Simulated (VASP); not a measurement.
A run of VASP 6.6.1 is set up as follows.

The input INCAR:

```
SYSTEM = Sb
PREC     = Accurate       ! precision mode
ENCUT    = 520            ! plane-wave cutoff, eV
EDIFF    = 1E-6           ! SCF threshold, eV
ISMEAR   = -1             ! smearing method
SIGMA    = 0.1            ! smearing width, eV
LREAL    = .False.        ! projectors in reciprocal space
LASPH    = .True.         ! aspherical terms in the spheres
NELM     = 100            ! most SCF steps
ALGO     = Normal         ! electronic algorithm
ISIF     = 2              ! what is computed and relaxed
LWAVE    = .False.        ! write WAVECAR
LCHARG   = .False.        ! write CHGCAR
GGA      = RE             ! functional
NBANDS   = 8              ! bands
```

Contents of KPOINTS:

```
regular mesh
0
Gamma
  13 13 13
  0 0 0
```

The input POSCAR:

```
Sb
1.0
   -1.9792431643      1.9792431643      1.9792431643
    1.9792431643     -1.9792431643      1.9792431643
    1.9792431643      1.9792431643     -1.9792431643
Sb
1
Direct
    0.0000000000      0.0000000000      0.0000000000
```

Potentials or basis: VASP PAW PBE potentials, release 64 (Sb).

Launch:

```console
$ cat potpaw_PBE.64/Sb/POTCAR > POTCAR
$ mpirun -np 1 vasp_std > vasp.out
```

Question: What does it give for the pressure?

Answer: -5.1 GPa.

Caveat: the PAW data sets were made with another functional, which shifts forces and pressure a little.
